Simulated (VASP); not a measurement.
A run of VASP 6.6.1:

File INCAR:

```
SYSTEM = InSe
  PREC = Accurate
  ENCUT = 400
  EDIFF = 1E-6
  ISMEAR = 0
  SIGMA = 0.02
  LREAL = .FALSE.
  LASPH = .TRUE.
  NELM = 120
  ALGO = Normal
  ISIF = 2
  LWAVE = .FALSE.
  LCHARG = .TRUE.
  LDIPOL = .TRUE.
  IDIPOL = 3
  DIPOL = 0.5 0.5 0.500
  GGA = PE
  LELF = .TRUE.
  LVHAR = .TRUE.
  LVACPOTAV = .TRUE.
  NBANDS = 48
  GGA_COMPAT = .FALSE.
  NELMDL = -8
```

The input KPOINTS:

```
regular mesh
0
G
  9 9 1
  0 0 0
```

File POSCAR:

```
InSe
1.0
    4.0716073830      0.0000000000      0.0000000000
   -2.0358036920      3.5261154280      0.0000000000
    0.0000000000      0.0000000000     47.1955577010
Se In
4 4
Direct
    0.0000000000      0.0000000000      0.3559421743
    0.0000000000      0.0000000000      0.4689243712
    0.6666666667      0.3333333333      0.5311108704
    0.6666666667      0.3333333333      0.6440578257
    0.6666666667      0.3333333333      0.3828432338
    0.6666666667      0.3333333333      0.4421112215
    0.3333333333      0.6666666667      0.5578902033
    0.3333333333      0.6666666667      0.6171546459
```

Potentials or basis: VASP PAW PBE potentials, release 64 (Se, In_d).

Launch:

```console
$ cat potpaw_PBE.64/Se/POTCAR potpaw_PBE.64/In_d/POTCAR > POTCAR
$ mpirun -np 1 vasp_std > vasp.out
```

Hardware: 1 thread of Oxide Virtual Turin-like Processor, on a shared host.

Problem. How long does it take, and how much memory?

Solution. Wall time 7 min on 1 thread of Oxide Virtual Turin-like Processor (shared host), peak memory 0.66 GiB. Counts: scf iterations 27, k points 12.
